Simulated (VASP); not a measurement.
Wanted: the native input for a VASP 6.6.1 run.

| Property | Result |
| --- | --- |
| Task | single point |
| Functional | HSE06 |
| Potentials or basis | VASP PAW PBE potentials, release 64 (Na_pv, F) |
| Cutoff | 520 eV |
| k mesh | 4 × 4 × 4 |
| Occupations | gaussian, width 0.01 eV |
| Spin | no spin polarisation |
| Dipole correction | no |
| Grid for exact exchange (PRECFOCK) | Normal |
| Further INCAR settings | ALGO = Normal; EDIFF = 1e-06; NBANDS = 14 |
| Share of exact exchange | 0.25 |
| Screening parameter | 0.2079 1/Å |

NaF:

```
CELL_PARAMETERS angstrom
0.00000 2.29717 2.29717
2.29717 0.00000 2.29717
2.29717 2.29717 0.00000
ATOMIC_POSITIONS crystal
Na 0.00000 0.00000 0.00000
F 0.50000 0.50000 0.50000
```

The input as run:

POSCAR

```
NaF
1.0
    0.0000000000      2.2971680881      2.2971680881
    2.2971680881      0.0000000000      2.2971680881
    2.2971680881      2.2971680881      0.0000000000
Na F
1 1
Direct
    0.0000000000      0.0000000000      0.0000000000
    0.5000000000      0.5000000000      0.5000000000
```

INCAR.step1

```
PREC = Accurate
ENCUT = 520
EDIFF = 1E-5
ISMEAR = 0
SIGMA = 0.01
LREAL = False
LASPH = True
NELM = 80
ALGO = Normal
ISIF = 2
LWAVE = True
LCHARG = False
NBANDS = 14
GGA = PE
```

INCAR.step2

```
PREC = Accurate
ENCUT = 520
EDIFF = 1E-6
ISMEAR = 0
SIGMA = 0.01
LREAL = False
LASPH = True
NELM = 80
ALGO = Normal
ISIF = 2
LWAVE = False
LCHARG = False
GGA = PE
LHFCALC = True
HFSCREEN = 0.2079
PRECFOCK = Normal
NBANDS = 14
ISTART = 1
```

KPOINTS

```
Automatic mesh
0
Gamma
  4 4 4
```

Potentials or basis: VASP PAW PBE potentials, release 64 (Na_pv, F).

Launch:

```bash
$ cat potpaw_PBE.64/Na_pv/POTCAR potpaw_PBE.64/F/POTCAR > POTCAR
$ cp INCAR.step1 INCAR
$ mpirun -np 1 vasp_std > vasp.out
$ cp INCAR.step2 INCAR
$ mpirun -np 1 vasp_std > vasp.out
```

Results of the run:

The pressure is 1.6 GPa and the band gap on the k mesh is 8.61 eV.

Caveat: the k points lie up to 0.59 Å⁻¹ apart; the PAW data sets were made with another functional, which shifts forces and pressure a little.

It took 57 s on 1 thread of Intel(R) Xeon(R) 6975P-C (Granite Rapids), with other jobs on the host, peak memory 0.22 GiB.
